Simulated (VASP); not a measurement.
# SnSe2 (P-3m1) in VASP: settings compared

The runs below take SnSe2 through relaxation of cell and atoms, single point, with r2SCAN+rVV10, HSE06, HF.

Program: VASP 6.6.1. These are calculated values, not measurements. Logs are shortened: lines on timing, memory, paths and dates and some standing lists are left out, and cuts for length are marked.

### Step 1. The cell of the first run

The structure is trigonal, space group P-3m1 (No. 164). Conventional cell: a = 3.839 Å, b = 3.839 Å, c = 6.004 Å, α = 90.00°, β = 90.00°, γ = 120.00°. Within 3.6 Å of Sn (site symmetry -3m) lie 6 Se at 2.73 Å. Within 3.6 Å of Se (site symmetry 3m) lie 3 Sn at 2.73 Å and 3 Se at 3.58 Å.

### Step 2. Relaxation of cell and atoms, r2SCAN+rVV10

File POSCAR:

```
SnSe2
1.0
    3.8388265544      0.0000000000      0.0000000000
   -1.9194132772      3.3245213168      0.0000000000
    0.0000000000      0.0000000000      6.0038066414
Sn Se
1 2
Direct
    0.0000000000      0.0000000000      0.0000000000
    0.3333333333      0.6666666667      0.2655428889
    0.6666666667      0.3333333333      0.7344571111
```

File INCAR.step1:

```
ALGO = Normal
EDIFF = 1E-5
EDIFFG = -0.005
ENCUT = 550
GGA = PE
GGA_COMPAT = F
IBRION = 2
ISIF = 3
ISMEAR = -1
LASPH = T
LCHARG = F
LREAL = F
LWAVE = T
NELM = 120
NELMIN = 4
NSW = 100
PREC = Accurate
SIGMA = 0.02
```

File INCAR.step2:

```
ALGO = Normal
BPARAM = 11.95
CPARAM = 0.0093
EDIFF = 1E-7
EDIFFG = -0.005
ENCUT = 550
GGA_COMPAT = F
IBRION = 2
ISIF = 3
ISMEAR = -1
ISTART = 1
IVDW_NL = 2
LASPH = T
LCHARG = F
LMIXTAU = T
LREAL = F
LUSE_VDW = T
LWAVE = F
METAGGA = R2SCAN
NELM = 120
NELMIN = 4
NSW = 80
PREC = Accurate
SIGMA = 0.02
```

File KPOINTS:

```
k-points
0
Gamma
  12 12 4
```

Potentials or basis: VASP PAW PBE potentials, release 64 (Sn_d, Se).

Started as:

```console
$ cat potpaw_PBE.64/Sn_d/POTCAR potpaw_PBE.64/Se/POTCAR > POTCAR
$ cp INCAR.step1 INCAR
$ mpirun -np 1 vasp_std > vasp.out
$ cp INCAR.step2 INCAR
$ mpirun -np 1 vasp_std > vasp.out
```

OUTCAR:

```text
BPARAM = 11.95
   EDIFF = 1E-7
   EDIFFG = -0.005
   ENCUT = 550
   IBRION = 2
   ISIF = 3
   ISMEAR = -1
   ISTART = 1
   IVDW_NL = 2
   LASPH = T
   LREAL = F
   METAGGA = R2SCAN
   NELM = 120
   NELMIN = 4
   NSW = 80
   PREC = Accurate

 ion  position               nearest neighbor table
   1  0.000  0.000  0.000-   2 2.73   3 2.73   2 2.73   3 2.73   3 2.73   2 2.73
   2  0.333  0.667  0.266-   1 2.73   1 2.73   1 2.73
   3  0.667  0.333  0.734-   1 2.73   1 2.73   1 2.73

  LATTYP: Found a hexagonal cell.
 ALAT       =     3.8388265544
 C/A-ratio  =     1.5639692381

  Lattice vectors:

 A1 = (   3.8388265544,   0.0000000000,   0.0000000000)
 A2 = (  -1.9194132772,   3.3245213168,   0.0000000000)
 A3 = (   0.0000000000,   0.0000000000,   6.0038066414)

Analysis of symmetry for initial positions (statically):
=====================================================================
 Subroutine PRICEL returns:
 Original cell was already a primitive cell.

 Routine SETGRP: Setting up the symmetry group for a
 hexagonal supercell.

 Subroutine GETGRP returns: Found 12 space group operations
 (whereof 12 operations were pure point group operations)
 out of a pool of 24 trial point group operations.

The static configuration has the point symmetry D_3d.

Analysis of symmetry for dynamics (positions and initial velocities):
=====================================================================
 Subroutine PRICEL returns:
 Original cell was already a primitive cell.

 Routine SETGRP: Setting up the symmetry group for a
 hexagonal supercell.

 Subroutine GETGRP returns: Found 12 space group operations
 (whereof 12 operations were pure point group operations)
 out of a pool of 24 trial point group operations.

The dynamic configuration has the point symmetry D_3d.

 Subroutine INISYM returns: Found 12 space group operations
 (whereof 12 operations are pure point group operations),
 and found     1 'primitive' translations

----------------------------------------------------------------------------------------

                                     Primitive cell

  volume of cell :      76.6221

  direct lattice vectors                    reciprocal lattice vectors
     3.838826554  0.000000000  0.000000000     0.260496270  0.150397592  0.000000000
    -1.919413277  3.324521317  0.000000000     0.000000000  0.300795184  0.000000000
     0.000000000  0.000000000  6.003806641     0.000000000  0.000000000  0.166560994

  length of vectors
     3.838826554  3.838826554  6.003806641     0.300795184  0.300795184  0.166560994

  position of ions in fractional coordinates (direct lattice)
     0.000000000  0.000000000  0.000000000
     0.333333333  0.666666667  0.265542889
     0.666666667  0.333333333  0.734457111

  ion indices of the primitive-cell ions
   primitive index   ion index
                 1           1
                 2           2
                 3           3

----------------------------------------------------------------------------------------

 KPOINTS: k-points

Automatic generation of k-mesh.
 Grid dimensions read from file:
 generate k-points for:   12   12    4

 Generating k-lattice:

  Cartesian coordinates                     Fractional coordinates (reciprocal lattice)
     0.021708023  0.012533133  0.000000000     0.083333333  0.000000000  0.000000000
     0.000000000  0.025066265  0.000000000     0.000000000  0.083333333  0.000000000
     0.000000000  0.000000000  0.041640248     0.000000000  0.000000000  0.250000000

  Length of vectors
     0.025066265  0.025066265  0.041640248

  Shift w.r.t. Gamma in fractional coordinates (k-lattice)
     0.000000000  0.000000000  0.000000000

 Subroutine IBZKPT returns following result:
 ===========================================

 Found     69 irreducible k-points:

 Following reciprocal coordinates:
            Coordinates               Weight
  0.000000  0.000000  0.000000      1.000000
  0.083333 -0.000000  0.000000      6.000000
  0.166667  0.000000  0.000000      6.000000
  0.250000 -0.000000  0.000000      6.000000
  0.333333  0.000000  0.000000      6.000000
  0.416667  0.000000  0.000000      6.000000
[... 16 lines left out ...]
  0.166667  0.000000  0.250000      6.000000
  0.000000  0.166667  0.250000      6.000000
 [... further k-points ...]
   k-points           NKPTS =     69   k-points in BZ     NKDIM =     69   number of bands    NBANDS=     17
   number of dos      NEDOS =    301   number of ions     NIONS =      3
   total plane-waves  NPLWV =  43200
   dimension x,y,z NGX =    30 NGY =   30 NGZ =   48
   dimension x,y,z NGXF=    60 NGYF=   60 NGZF=   96
   ions per type =               1   2
   NGX,Y,Z   is equivalent  to a cutoff of  12.99, 12.99, 13.29 a.u.
   NGXF,Y,Z  is equivalent  to a cutoff of  25.98, 25.98, 26.58 a.u.
 SYSTEM =  unknown system
   PREC   = accura    normal or accurate (medium, high low for compatibility)
   ISTART =      1    job   : 0-new  1-cont  2-samecut
   ICHARG =      0    charge: 1-file 2-atom 10-const
   ISPIN  =      1    spin polarized calculation?
   LNONCOLLINEAR =      F non collinear calculations
   LSORBIT =      F    spin-orbit coupling
   LASPH  =      T    aspherical Exc in radial PAW
   ENCUT  =  550.0 eV  40.42 Ry    6.36 a.u.   7.34  7.34 11.48*2*pi/ulx,y,z
   NELM   =    120;   NELMIN=  4; NELMDL=  0     # of ELM steps
   EDIFF  = 0.1E-06   stopping-criterion for ELM
   LREAL  =      F    real-space projection
   EDIFFG = -.5E-02   stopping-criterion for IOM
   NSW    =     80    number of steps for IOM
   IBRION =      2    ionic relax: 0-MD 1-quasi-New 2-CG
   NFREE  =      1    steps in history (QN), initial steepest desc. (CG)
   ISIF   =      3    stress and relaxation
   ISYM   =      2    0-nonsym 1-usesym 2-fastsym
   POTIM  = 0.5000    time-step for ionic-motion
   TEBEG  =    0.0;   TEEND  =   0.0 temperature during run
   PSTRESS=    0.0 pullay stress
   NELECT =      26.0000    total number of electrons
   NUPDOWN=      -1.0000    fix difference up-down
   EMIN   =  10.00;   EMAX   =-10.00  energy-range for DOS
   EFERMI =   0.00;   METHOD = LEGACY
   ISMEAR =    -1;   SIGMA  =   0.02  broadening in eV -4-tet -1-fermi 0-gaus
   EFERMI_NEDOS =   21; number of points for ismear=-14 and -15
   IALGO  =     38    algorithm
   IMIX   =      4    mixing-type and parameters
     AMIX     =   0.40;   BMIX     =  1.00
     AMIX_MAG =   1.60;   BMIX_MAG =  1.00
  volume/ion in A,a.u.               =      25.54       172.36
  Fermi-wavevector in a.u.,A,eV,Ry     =   1.141864  2.157811 17.740013  1.303854
  Thomas-Fermi vector in A             =   2.278564
   LORBIT       =      0    0 simple, 1 ext, 2 COOP (PROOUT), +10 PAW based schemes
   METAGGA = R2SCAN    functional components
   LHFCALC =     F    Hartree Fock is set to
   AEXX    =    0.0000 exact exchange contribution
   IVDW_NL    =     2    kernel type
   BPARAM     =11.9500
   IVDW    =     0    specifies the selected vdW correction
   LEPSILON=     F    determine dielectric tensor
   LRPA    =     F    only Hartree local field effects (RPA)
 conjugate gradient relaxation of ions
 non-spin polarized calculation
  energy-cutoff  :      550.00
  volume of cell :       76.62
 maximum number of plane-waves:      2273
 NGX is ok and might be reduce to    30
   NGX = 15   NGY = 15   NGZ = 23

--------------------------------------- Ionic step        1  -------------------------------------------

 number of electron      26.0000002 magnetization

 Free energy of the ion-electron system (eV)
  ---------------------------------------------------
  ext. energy  EPLUGINS =         0.00000000
  ---------------------------------------------------
  free energy    TOTEN  =       -53.96055833 eV

  energy without entropy =      -53.96055833  energy(sigma->0) =      -53.96055833

------------------------ aborting loop because EDIFF is reached ----------------------------------------

  FORCE on cell =-STRESS in cart. coord.  units (eV):
  Direction    XX          YY          ZZ          XY          YZ          ZX
  --------------------------------------------------------------------------------------
  -------------------------------------------------------------------------------------
  Total       -0.1364657     -0.1364657     -0.1516112      0.0000000     -0.0000000     -0.0000000
  in kB       -2.8535125     -2.8535125     -3.1702060      0.0000000     -0.0000000     -0.0000000
  external PRESSURE =      -2.9590770 kB  Pullay stress =       0.0000000 kB
[... 1058 lines left out ...]
      3     -18.1598      2.00000
      4     -18.1530      2.00000
      5     -18.1506      2.00000
      6     -10.2454      2.00000
[... 9 lines left out ...]
     16       9.2460      0.00000
     17       9.2693      0.00000

 [... further k-points ...]

[... ionic steps 4 to 7 ...]

--------------------------------------- Ionic step        8  -------------------------------------------

 number of electron      25.9999988 magnetization

------------------------ aborting loop because EDIFF is reached ----------------------------------------

  FORCE on cell =-STRESS in cart. coord.  units (eV):
  Direction    XX          YY          ZZ          XY          YZ          ZX
  --------------------------------------------------------------------------------------
  -------------------------------------------------------------------------------------
  Total        0.0133288      0.0133288      0.0272221      0.0000000     -0.0000000      0.0000000
  in kB        0.2697712      0.2697712      0.5509677      0.0000000     -0.0000000      0.0000000
  external PRESSURE =       0.3635034 kB  Pullay stress =       0.0000000 kB
[... 59 lines left out ...]
  energy  without entropy=      -53.9778839130  energy(sigma->0) =      -53.97788391

--------------------------------------- Ionic step       10  -------------------------------------------

 number of electron      25.9999988 magnetization

 Free energy of the ion-electron system (eV)
  ---------------------------------------------------
  ext. energy  EPLUGINS =         0.00000000
  ---------------------------------------------------
  free energy    TOTEN  =       -53.97790621 eV

  energy without entropy =      -53.97790621  energy(sigma->0) =      -53.97790621

 E-fermi :   4.0003     XC(G=0):  -9.9629

 val. band max:        3.5966034675   @ k =   0.0833   0.0833   0.0000
 cond. band min:       4.5845203474   @ k =   0.5000  -0.0000   0.5000
 fundamental gap:      0.9879168800
 Fermi energy:         4.0003430982

 k-point     1 :       0.0000    0.0000    0.0000
  band No.  band energies     occupation
      1     -18.2592      2.00000
      2     -18.2592      2.00000
      3     -18.2029      2.00000
      4     -18.1953      2.00000
      5     -18.1953      2.00000
      6     -10.6560      2.00000
[... 501 lines left out ...]
  FREE ENERGIE OF THE ION-ELECTRON SYSTEM (eV)
  ---------------------------------------------------
  free  energy   TOTEN  =       -53.9779062149 eV

  energy  without entropy=      -53.9779062149  energy(sigma->0) =      -53.97790621

 reached required accuracy - stopping structural energy minimisation
```

Run time: 46 min. Hardware: 1 thread of AMD EPYC 9R45 (Zen 5), shared host; peak memory 0.41 GiB.

What came out:

```
Free energy                           : -53.9779 eV
Relaxed volume                        : 26.40 Å³/atom
Relaxed cell                          : a = 3.830 Å, b = 3.830 Å, c = 6.235 Å, α = 90.00°, β = 90.00°, γ = 120.00°
Space group after relaxing (to 0.1 Å) : P-3m1 (No. 164)
Energy gained by relaxing             : 5.8 meV/atom
Ionic steps                           : 10
Pressure after relaxing               : 0.0 GPa
Band gap on the k mesh                : 0.99 eV (least direct gap 1.47 eV)
```

Forces on the atoms (eV/Å):
```
Sn   0.000  0.000  0.000
Se   0.000  0.000  0.003
Se   0.000  0.000 -0.003
```

The path:
| step | energy change (eV) | largest force (eV/Å) | pressure (GPa) | volume (Å³) |
| --- | --- | --- | --- | --- |
| 1 | 0.0000 | 0.2744 | -0.30 | 76.62 |
| 2 | -0.0042 | 0.0818 | 0.65 | 76.10 |
| 3 | -0.0042 | 0.0812 | 0.65 | 76.10 |
| 4 | -0.0083 | 0.0504 | 0.41 | 76.73 |
| 5 | -0.0124 | 0.0325 | -0.19 | 78.54 |
| 6 | -0.0163 | 0.0209 | -0.08 | 78.88 |
| 7 | -0.0173 | 0.0108 | 0.03 | 79.15 |
| 8 | -0.0173 | 0.0102 | 0.04 | 79.16 |
| 9 | -0.0173 | 0.0106 | -0.08 | 79.26 |
| 10 | -0.0173 | 0.0030 | 0.00 | 79.19 |

Final structure:
```
Sn Se
1.0
     3.82969    0.00000    0.00000
    -1.91484    3.31661    0.00000
     0.00000    0.00000    6.23505
Sn Se
1 2
Direct
  0.00000 0.00000 0.00000
  0.33333 0.66667 0.25301
  0.66667 0.33333 0.74699
```

Levels at points of the mesh, in eV from the valence-band top:
| k point | band 9 | band 10 | band 11 | band 12 | band 13 | band 14 | band 15 | band 16 | band 17 |
| --- | --- | --- | --- | --- | --- | --- | --- | --- | --- |
| (0.00, 0.00, 0.00) | -0.59 | -0.59 | -0.31 | -0.31 | -0.11 | 1.39 | 3.54 | 5.04 | 5.04 |
| (0.50, 0.00, 0.00) | -4.41 | -2.93 | -2.54 | -1.24 | -0.28 | 1.38 | 4.22 | 5.75 | 5.79 |
| (0.00, 0.00, 0.50) | -2.13 | -0.69 | -0.69 | -0.15 | -0.15 | 2.79 | 3.47 | 4.77 | 4.77 |
| (0.50, 0.00, 0.50) | -4.87 | -2.36 | -2.00 | -0.83 | -0.68 | 0.99 | 4.59 | 5.15 | 6.28 |

Caveat: the PAW data sets were made with another functional, which shifts forces and pressure a little; spin-orbit coupling is left out, which moves the levels of the heavy elements. A k mesh can miss the band edges.

(Part 1 of 2 ends here.)
